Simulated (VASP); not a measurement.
# SnO2 (I4_1/amd) in VASP: a series of runs

Runs on SnO2. Level: LDA. Tasks: single point.

All numbers are computed with VASP 6.6.1; they aren't measurements. Logs are shortened: lines on timing, memory, paths and dates and some standing lists are left out, and cuts for length are marked.

### Step 1. The cell of the first run

It takes space group I4_1/amd (No. 141, tetragonal). The conventional cell has a = 3.598 Å, b = 3.598 Å, c = 10.405 Å, α = 90.00°, β = 90.00°, γ = 90.00°. Sn (site symmetry -4m2) has 6 O at 1.88 to 2.05 Å within 2.5 Å. O (site symmetry 2mm) has 3 Sn at 1.88 to 2.05 Å and 2 O at 2.35 Å within 2.5 Å.

### Step 2. Single point, LDA (11.23 Å³/atom)

Contents of INCAR:

```
PREC     = Accurate       # precision mode
ENCUT    = 520            # plane-wave cutoff, eV
EDIFF    = 1E-7           # SCF threshold, eV
ISMEAR   = 0              # smearing method
SIGMA    = 0.05           # smearing width, eV
LREAL    = F              # projectors in reciprocal space
LASPH    = T              # aspherical terms in the spheres
NELM     = 80             # most SCF steps
ALGO     = Normal         # electronic algorithm
ISIF     = 2              # what is computed and relaxed
LWAVE    = F              # write WAVECAR
LCHARG   = F              # write CHGCAR
GGA      = CA             # functional
NBANDS   = 35             # bands
```

Contents of KPOINTS:

```
Automatic mesh
0
Gamma
  10 10 10
```

Contents of POSCAR:

```
SnO2
1.0
   -1.7991168054      1.7991168054      5.2023261545
    1.7991168054     -1.7991168054      5.2023261545
    1.7991168054      1.7991168054     -5.2023261545
Sn O
2 4
Direct
    0.7500000000      0.2500000000      0.5000000000
    0.0000000000      0.0000000000      0.0000000000
    0.8026341468      0.8026341468      0.0000000000
    0.9473658532      0.4473658532      0.5000000000
    0.1973658532      0.1973658532      0.0000000000
    0.5526341468      0.0526341468      0.5000000000
```

Potentials or basis: VASP PAW LDA potentials, release 64 (Sn_d, O).

Command:

```console
$ cat potpaw_LDA.64/Sn_d/POTCAR potpaw_LDA.64/O/POTCAR > POTCAR
$ mpirun -np 1 vasp_std > vasp.out
```

OUTCAR:

```text
PREC = Accurate
   ENCUT = 520
   EDIFF = 1E-7
   ISMEAR = 0
   LREAL = F
   LASPH = T
   NELM = 80
   ISIF = 2
   GGA = CA

 ion  position               nearest neighbor table
   1  0.750  0.250  0.500-   3 1.88   5 1.88   3 1.88   5 1.88   4 2.05   6 2.05   2 3.16   2 3.16
                             2 3.16   2 3.16
   2  0.000  0.000  0.000-   6 1.88   4 1.88   6 1.88   4 1.88   3 2.05   5 2.05   1 3.16   1 3.16
                             1 3.16   1 3.16
   3  0.803  0.803  0.000-   1 1.88   1 1.88   2 2.05
   4  0.947  0.447  0.500-   2 1.88   2 1.88   1 2.05
   5  0.197  0.197  0.000-   1 1.88   1 1.88   2 2.05
   6  0.553  0.053  0.500-   2 1.88   2 1.88   1 2.05

  LATTYP: Found a body centered tetragonal cell.
 ALAT       =     3.5982336108
 C/A-ratio  =     2.8916000000

  Lattice vectors:

 A1 = (  -1.7991168054,   1.7991168054,   5.2023261545)
 A2 = (   1.7991168054,  -1.7991168054,   5.2023261545)
 A3 = (   1.7991168054,   1.7991168054,  -5.2023261545)

Analysis of symmetry for initial positions (statically):
=====================================================================
 Subroutine PRICEL returns:
 Original cell was already a primitive cell.

 Routine SETGRP: Setting up the symmetry group for a
 body centered tetragonal supercell.

 Subroutine GETGRP returns: Found 16 space group operations
 (whereof  8 operations were pure point group operations)
 out of a pool of 16 trial point group operations.

The static configuration has the point symmetry D_2d.
 The point group associated with its full space group is D_4h.

Analysis of symmetry for dynamics (positions and initial velocities):
=====================================================================
 Subroutine PRICEL returns:
 Original cell was already a primitive cell.

 Routine SETGRP: Setting up the symmetry group for a
 body centered tetragonal supercell.

 Subroutine GETGRP returns: Found 16 space group operations
 (whereof  8 operations were pure point group operations)
 out of a pool of 16 trial point group operations.

The dynamic configuration has the point symmetry D_2d.
 The point group associated with its full space group is D_4h.

 Subroutine INISYM returns: Found 16 space group operations
 (whereof  8 operations are pure point group operations),
 and found     1 'primitive' translations

----------------------------------------------------------------------------------------

                                     Primitive cell

  volume of cell :      67.3560

  direct lattice vectors                    reciprocal lattice vectors
    -1.799116805  1.799116805  5.202326154     0.000000000  0.277914140  0.096110852
     1.799116805 -1.799116805  5.202326154     0.277914140  0.000000000  0.096110852
     1.799116805  1.799116805 -5.202326154     0.277914140  0.277914140  0.000000000

  length of vectors
     5.791186405  5.791186405  5.791186405     0.294063879  0.294063879  0.393029946

  position of ions in fractional coordinates (direct lattice)
     0.750000000  0.250000000  0.500000000
     0.000000000  0.000000000  0.000000000
     0.802634147  0.802634147  0.000000000
     0.947365853  0.447365853  0.500000000
     0.197365853  0.197365853  0.000000000
     0.552634147  0.052634147  0.500000000

  ion indices of the primitive-cell ions
   primitive index   ion index
                 1           1
                 2           2
                 3           3
                 4           4
                 5           5
                 6           6

----------------------------------------------------------------------------------------

 KPOINTS: Automatic mesh

Automatic generation of k-mesh.
 Grid dimensions read from file:
 generate k-points for:   10   10   10

 Generating k-lattice:

  Cartesian coordinates                     Fractional coordinates (reciprocal lattice)
     0.000000000  0.027791414  0.009611085     0.100000000 -0.000000000  0.000000000
     0.027791414  0.000000000  0.009611085    -0.000000000  0.100000000  0.000000000
     0.027791414  0.027791414  0.000000000     0.000000000  0.000000000  0.100000000

  Length of vectors
     0.029406388  0.029406388  0.039302995

  Shift w.r.t. Gamma in fractional coordinates (k-lattice)
     0.000000000  0.000000000  0.000000000

 Subroutine IBZKPT returns following result:
 ===========================================

 Found    102 irreducible k-points:

 Following reciprocal coordinates:
            Coordinates               Weight
  0.000000  0.000000  0.000000      1.000000
  0.100000  0.000000 -0.000000      8.000000
  0.200000  0.000000 -0.000000      8.000000
  0.300000 -0.000000  0.000000      8.000000
  0.400000  0.000000 -0.000000      8.000000
  0.500000  0.000000 -0.000000      4.000000
[... 16 lines left out ...]
  0.300000  0.300000  0.000000      8.000000
  0.400000  0.300000 -0.000000     16.000000
 [... further k-points ...]
   k-points           NKPTS =    102   k-points in BZ     NKDIM =    102   number of bands    NBANDS=     35
   number of dos      NEDOS =    301   number of ions     NIONS =      6
   total plane-waves  NPLWV = 110592
   dimension x,y,z NGX =    48 NGY =   48 NGZ =   48
   dimension x,y,z NGXF=    96 NGYF=   96 NGZF=   96
   ions per type =               2   4
   NGX,Y,Z   is equivalent  to a cutoff of  13.78, 13.78, 13.78 a.u.
   NGXF,Y,Z  is equivalent  to a cutoff of  27.56, 27.56, 27.56 a.u.
 SYSTEM =  unknown system
   PREC   = accura    normal or accurate (medium, high low for compatibility)
   ISTART =      0    job   : 0-new  1-cont  2-samecut
   ICHARG =      2    charge: 1-file 2-atom 10-const
   ISPIN  =      1    spin polarized calculation?
   LNONCOLLINEAR =      F non collinear calculations
   LSORBIT =      F    spin-orbit coupling
   LASPH  =      T    aspherical Exc in radial PAW
   ENCUT  =  520.0 eV  38.22 Ry    6.18 a.u.  10.77 10.77 10.77*2*pi/ulx,y,z
   NELM   =     80;   NELMIN=  2; NELMDL= -5     # of ELM steps
   EDIFF  = 0.1E-06   stopping-criterion for ELM
   LREAL  =      F    real-space projection
   EDIFFG = 0.1E-05   stopping-criterion for IOM
   NSW    =      0    number of steps for IOM
   IBRION =     -1    ionic relax: 0-MD 1-quasi-New 2-CG
   NFREE  =      0    steps in history (QN), initial steepest desc. (CG)
   ISIF   =      2    stress and relaxation
   ISYM   =      2    0-nonsym 1-usesym 2-fastsym
   POTIM  = 0.5000    time-step for ionic-motion
   TEBEG  =    0.0;   TEEND  =   0.0 temperature during run
   PSTRESS=    0.0 pullay stress
   NELECT =      52.0000    total number of electrons
   NUPDOWN=      -1.0000    fix difference up-down
   EMIN   =  10.00;   EMAX   =-10.00  energy-range for DOS
   EFERMI =   0.00;   METHOD = LEGACY
   ISMEAR =     0;   SIGMA  =   0.05  broadening in eV -4-tet -1-fermi 0-gaus
   EFERMI_NEDOS =   21; number of points for ismear=-14 and -15
   IALGO  =     38    algorithm
   IMIX   =      4    mixing-type and parameters
     AMIX     =   0.40;   BMIX     =  1.00
     AMIX_MAG =   1.60;   BMIX_MAG =  1.00
  volume/ion in A,a.u.               =      11.23        75.76
  Fermi-wavevector in a.u.,A,eV,Ry     =   1.501818  2.838024 30.687342  2.255456
  Thomas-Fermi vector in A             =   2.613139
   LORBIT       =      0    0 simple, 1 ext, 2 COOP (PROOUT), +10 PAW based schemes
   GGA     = CA    functional components
   LHFCALC =     F    Hartree Fock is set to
   AEXX    =    0.0000 exact exchange contribution
   IVDW    =     0    specifies the selected vdW correction
   LEPSILON=     F    determine dielectric tensor
   LRPA    =     F    only Hartree local field effects (RPA)
 non-spin polarized calculation
 Gauss-broadening in eV      SIGMA  =   0.05
  energy-cutoff  :      520.00
  volume of cell :       67.36
 maximum number of plane-waves:      1839
 NGX is ok and might be reduce to    48
   NGX = 21   NGY = 21   NGZ = 21

 number of electron      52.0000007 magnetization

 Free energy of the ion-electron system (eV)
  ---------------------------------------------------
  ext. energy  EPLUGINS =         0.00000000
  ---------------------------------------------------
  free energy    TOTEN  =       -39.46033464 eV

  energy without entropy =      -39.46033464  energy(sigma->0) =      -39.46033464

 E-fermi :   6.5461     XC(G=0): -11.8756

 val. band max:        6.3338523079   @ k =  -0.4000   0.4000   0.0000
 cond. band min:       9.5688455177   @ k =   0.0000   0.0000   0.0000
 fundamental gap:      3.2349932097
 Fermi energy:         6.5460870183

 k-point     1 :       0.0000    0.0000    0.0000
  band No.  band energies     occupation
      1     -14.8084      2.00000
      2     -14.4842      2.00000
      3     -14.3352      2.00000
      4     -13.6223      2.00000
      5     -13.1135      2.00000
      6     -12.9845      2.00000
[... 27 lines left out ...]
     34      20.2088      0.00000
     35      20.3670      0.00000

 k-point     2 :       0.1000    0.0000   -0.0000
  band No.  band energies     occupation
      1     -14.7757      2.00000
      2     -14.4648      2.00000
      3     -14.3030      2.00000
      4     -13.5990      2.00000
      5     -13.1092      2.00000
      6     -12.9878      2.00000
[... 27 lines left out ...]
     34      19.9973      0.00000
     35      20.1224      0.00000

 k-point     3 :       0.2000    0.0000   -0.0000
  band No.  band energies     occupation
      1     -14.6969      2.00000
      2     -14.4476      2.00000
      3     -14.1782      2.00000
      4     -13.5576      2.00000
      5     -13.0791      2.00000
      6     -12.9961      2.00000
[... 27 lines left out ...]
     34      19.3735      0.00000
     35      19.7171      0.00000
[... 723 lines left out ...]
 k-point    23 :       0.3000    0.3000    0.0000
  band No.  band energies     occupation
      1     -14.3230      2.00000
      2     -14.1897      2.00000
      3     -13.7893      2.00000
      4     -13.4081      2.00000
      5     -13.1341      2.00000
      6     -12.9076      2.00000
[... 27 lines left out ...]
     34      18.5448      0.00000
     35      19.6962      0.00000

 k-point    24 :       0.4000    0.3000   -0.0000
  band No.  band energies     occupation
      1     -14.2044      2.00000
      2     -14.1081      2.00000
      3     -13.6876      2.00000
      4     -13.4148      2.00000
      5     -13.1499      2.00000
      6     -12.9364      2.00000
[... 27 lines left out ...]
     34      18.6110      0.00000
     35      20.2155      0.00000

 [... further k-points ...]

------------------------ aborting loop because EDIFF is reached ----------------------------------------

  FORCE on cell =-STRESS in cart. coord.  units (eV):
  Direction    XX          YY          ZZ          XY          YZ          ZX
  --------------------------------------------------------------------------------------
  -------------------------------------------------------------------------------------
  Total       26.1033887     26.1033887     16.2609679      0.0000000     -0.0000000      0.0000000
  in kB      620.9136172    620.9136172    386.7948530      0.0000000     -0.0000000      0.0000000
  external PRESSURE =     542.8740291 kB  Pullay stress =       0.0000000 kB

 VOLUME and BASIS-vectors are now :
 -----------------------------------------------------------------------------
  energy-cutoff  :      520.00
  volume of cell :       67.36
      direct lattice vectors                 reciprocal lattice vectors
    -1.799116805  1.799116805  5.202326154     0.000000000  0.277914140  0.096110852
     1.799116805 -1.799116805  5.202326154     0.277914140  0.000000000  0.096110852
     1.799116805  1.799116805 -5.202326154     0.277914140  0.277914140  0.000000000

 POSITION                                       TOTAL-FORCE (eV/Angst)
 -----------------------------------------------------------------------------------
     -0.00000      1.79912      2.60116         0.000000      0.000000      0.000000
      0.00000      0.00000      0.00000         0.000000      0.000000      0.000000
      0.00000      0.00000      8.35113        -0.000000     -0.000000     -0.008960
      0.00000      1.79912      4.65469        -0.000000     -0.000000      0.008960
      0.00000      0.00000      2.05352        -0.000000     -0.000000      0.008960
      0.00000      1.79912      0.54764         0.000000      0.000000     -0.008960
 -----------------------------------------------------------------------------------
    total drift:                               -0.000000     -0.000000      0.000000

  FREE ENERGIE OF THE ION-ELECTRON SYSTEM (eV)
  ---------------------------------------------------
  free  energy   TOTEN  =       -39.4603346442 eV

  energy  without entropy=      -39.4603346442  energy(sigma->0) =      -39.46033464
```

Run time: 5.5 min. Hardware: 1 thread of AMD EPYC 9R45 (Zen 5), shared host; peak memory 0.35 GiB.

Results:

| Quantity | Value |
| --- | --- |
| Free energy | -39.4603 eV |
| Pressure | 54.3 GPa |
| Largest force | 0.009 eV/Å |
| Band gap on the k mesh | 3.23 eV (least direct gap 4.06 eV) |

Forces in eV/Å, atoms in the order of the input:
```
Sn   0.000  0.000  0.000
Sn   0.000  0.000  0.000
O    0.000  0.000 -0.009
O    0.000  0.000  0.009
O    0.000  0.000  0.009
O    0.000  0.000 -0.009
```

Levels at points of the mesh, in eV from the valence-band top:
| k point | band 22 | band 23 | band 24 | band 25 | band 26 | band 27 | band 28 | band 29 | band 30 | band 31 |
| --- | --- | --- | --- | --- | --- | --- | --- | --- | --- | --- |
| (0.00, 0.00, 0.00) | -1.08 | -1.08 | -1.07 | -0.83 | -0.83 | 3.23 | 7.71 | 8.97 | 8.99 | 9.59 |
| (0.50, 0.00, 0.00) | -1.87 | -1.25 | -1.24 | -0.91 | -0.39 | 6.74 | 7.57 | 8.55 | 9.29 | 9.56 |
| (0.50, 0.50, 0.00) | -1.31 | -1.05 | -1.05 | -0.34 | -0.34 | 8.50 | 8.50 | 9.02 | 9.02 | 9.79 |
| (0.50, 0.50, 0.50) | -2.87 | -1.65 | -1.65 | -0.64 | -0.64 | 6.19 | 6.19 | 7.08 | 7.08 | 13.68 |

Caveat: the stress differs along the axes, from 39 to 62 GPa; spin-orbit coupling is left out, which moves the levels of the heavy elements.

### Step 3. Single point, LDA (11.23 Å³/atom)

Contents of INCAR:

```
PREC = Accurate ; ENCUT = 520
EDIFF = 1E-6 ; ISMEAR = 0
SIGMA = 0.05 ; LREAL = F
LASPH = T ; NELM = 80
ALGO = Normal ; ISIF = 2
LWAVE = F ; LCHARG = T
LELF = T ; LVHAR = T
NBANDS = 35
```

KPOINTS is that of step 2.

Contents of POSCAR:

```
SnO2
1.0
   -1.9109133453      1.9109133453      4.6114160849
    1.9109133453     -1.9109133453      4.6114160849
    1.9109133453      1.9109133453     -4.6114160849
Sn O
2 4
Direct
    0.7500000000      0.2500000000      0.5000000000
    0.0000000000      0.0000000000      0.0000000000
    0.7828755422      0.7828755422      0.0000000000
    0.9671244578      0.4671244578      0.5000000000
    0.2171244578      0.2171244578      0.0000000000
    0.5328755422      0.0328755422      0.5000000000
```

Potentials or basis: VASP PAW LDA potentials, release 64 (Sn_d, O).

Command:

```console
$ cat potpaw_LDA.64/Sn_d/POTCAR potpaw_LDA.64/O/POTCAR > POTCAR
$ mpirun -np 1 vasp_std > vasp.out
```

Run time: 3 min. Hardware: 1 thread of AMD EPYC 9R45 (Zen 5), shared host; peak memory 0.29 GiB.

It converged, with:

| Quantity | Value |
| --- | --- |
| Free energy | -40.2696 eV |
| Pressure | 40.8 GPa |
| Largest force | 0.070 eV/Å |
| Band gap on the k mesh | 3.22 eV (least direct gap 4.17 eV) |

Forces in eV/Å, atoms in the order of the input:
```
Sn   0.000  0.000  0.000
Sn   0.000  0.000  0.000
O    0.000  0.000 -0.070
O    0.000  0.000  0.070
O    0.000  0.000  0.070
O    0.000  0.000 -0.070
```

Stress tensor (GPa, compression positive):
```
42.48  0.00  0.00
 0.00 42.48  0.00
 0.00  0.00 37.35
```

Levels at points of the mesh, in eV from the valence-band top:
```tsv
k point	band 22	band 23	band 24	band 25	band 26	band 27	band 28	band 29	band 30	band 31
(0.00, 0.00, 0.00)	-1.21	-0.99	-0.99	-0.95	-0.95	3.22	6.50	10.00	11.48	11.82
(0.50, 0.00, 0.00)	-1.47	-1.26	-1.11	-0.91	-0.69	6.85	7.79	8.83	9.77	11.05
(0.50, 0.50, 0.00)	-0.90	-0.85	-0.85	-0.05	-0.05	8.03	8.03	9.28	9.28	10.31
(0.50, 0.50, 0.50)	-3.34	-1.26	-1.26	-0.75	-0.75	5.43	5.43	8.44	8.44	12.58
```

Caveat: the stress differs along the axes, from 37 to 42 GPa; spin-orbit coupling is left out, which moves the levels of the heavy elements.
